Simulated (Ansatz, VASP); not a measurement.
**HfO2 in VASP and in Ansatz**

```
CELL_PARAMETERS angstrom
-1.99674 1.99674 5.27108
1.99674 -1.99674 5.27108
1.99674 1.99674 -5.27108
ATOMIC_POSITIONS crystal
Hf 0.00000 0.00000 0.00000
Hf 0.75000 0.25000 0.50000
O 0.95213 0.45213 0.50000
O 0.20213 0.20213 0.00000
O 0.54787 0.04787 0.50000
O 0.79787 0.79787 0.00000
```

Alike in both runs: functional r2SCAN; k mesh 8 × 8 × 8; occupations gaussian, width 0.02 eV; no spin polarisation.

Ansatz relaxed the structure, and its values are those at the end. VASP's run is a single point on that final structure, the one shown.

|  | VASP | Ansatz |
| --- | --- | --- |
| version | VASP 6.6.1 | Ansatz 0.2.0 |
| potentials or method | VASP PAW PBE potentials, release 64 (Hf_pv, O), cutoff 520 eV | scalar-relativistic, plane waves, PAW |
| valence electrons in the cell | 44 | 76 |

|  | VASP | Ansatz | Ansatz less VASP |
| --- | --- | --- | --- |
| gap on the k mesh at the Fermi level (eV) | 5.03 | 5.02 | -0.008 |
| least direct gap on the mesh (eV) | 5.28 | 5.28 | -0.002 |
| pressure (GPa) | -2.8 | 0.0 | +2.76 |
| rms of the force components (eV/Å) | 0.024 | 0.001 | -0.0224 |

VASP's potentials were made for PBE, not for r2SCAN. VASP's potentials hold 44 valence electrons a cell and Ansatz's 76, so a difference there can come from the potentials and not from the codes.

Neither program's run includes spin-orbit coupling.
